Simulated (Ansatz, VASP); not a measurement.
## CoSi: VASP beside Ansatz

```xyz
4
Lattice="3.2121 0.0000 0.0000 -1.6061 2.7818 0.0000 0.0000 0.0000 4.8962" Properties=species:S:1:pos:R:3 pbc="T T T"
Co    0.0000    0.0000    0.0000
Co    0.0000    0.0000    2.4481
Si    0.0000    1.8545    1.2241
Si    1.6061    0.9273    3.6722
```

Change from the starting cell: volume scaled by 0.88, LAPW.

Alike in both runs: task single point; functional PBE; k mesh 12 × 12 × 7; occupations fermi-dirac, width 0.08 eV; no spin polarisation.

```csv
,VASP,Ansatz
version,VASP 6.6.1,Ansatz 0.2.0
potentials or method,"VASP PAW PBE potentials, release 64 (Co, Si), cutoff 520 eV","all-electron LAPW, scalar-relativistic"
```

```tsv
	VASP	Ansatz	Ansatz less VASP
pressure (GPa)	29.8	30.1	+0.23
traceless stress, the component that is largest in VASP (GPa)	0.16	0.03	-0.128
```

Both programs put the cell under a high pressure, so it lies far from rest at this level. Ansatz ran all-electron here, and VASP with PAW potentials.
